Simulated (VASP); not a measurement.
Here is a VASP 6.6.1 calculation.

The input INCAR:

```
SYSTEM = Pd
PREC = Accurate
ENCUT = 500
EDIFF = 1E-7
ISMEAR = -1
SIGMA = 0.1
LREAL = .FALSE.
LASPH = .TRUE.
NELM = 120
ALGO = Normal
ISIF = 3
LWAVE = .FALSE.
LCHARG = .FALSE.
GGA = RE
IBRION = 2
NSW = 80
EDIFFG = -0.01
GGA_COMPAT = .FALSE.
NELMIN = 4
```

Contents of KPOINTS:

```
Automatic mesh
0
G
  14 14 14
  0 0 0
```

Contents of POSCAR:

```
Pd
1.0
    0.0000000000      1.9449000000      1.9449000000
    1.9449000000      0.0000000000      1.9449000000
    1.9449000000      1.9449000000      0.0000000000
Pd
1
Direct
    0.0000000000      0.0000000000      0.0000000000
```

Potentials or basis: VASP PAW PBE potentials, release 64 (Pd).

The run is started by

```console
$ cat potpaw_PBE.64/Pd/POTCAR > POTCAR
$ mpirun -np 1 vasp_std > vasp.out
```

Predict the relaxed volume.

15.67 Å³/atom.

What does it give for the band gap on the k mesh?

Zero (band 5 reaches 9.13 eV, above the bottom of band 6 at 7.69 eV).

Predict the relaxed cell.

a = 2.809 Å, b = 2.809 Å, c = 2.809 Å, α = 60.00°, β = 60.00°, γ = 60.00°.

Estimate the space group after relaxing (to 0.05 Å).

Fm-3m (No. 225).

Final structure:
```
CELL_PARAMETERS angstrom
0.00000 1.98609 1.98609
1.98609 0.00000 1.98609
1.98609 1.98609 0.00000
ATOMIC_POSITIONS crystal
Pd 0.00000 0.00000 0.00000
```

Caveat: the PAW data sets were made with another functional, which shifts forces and pressure a little. Zero-point motion and thermal expansion aren't in these numbers.
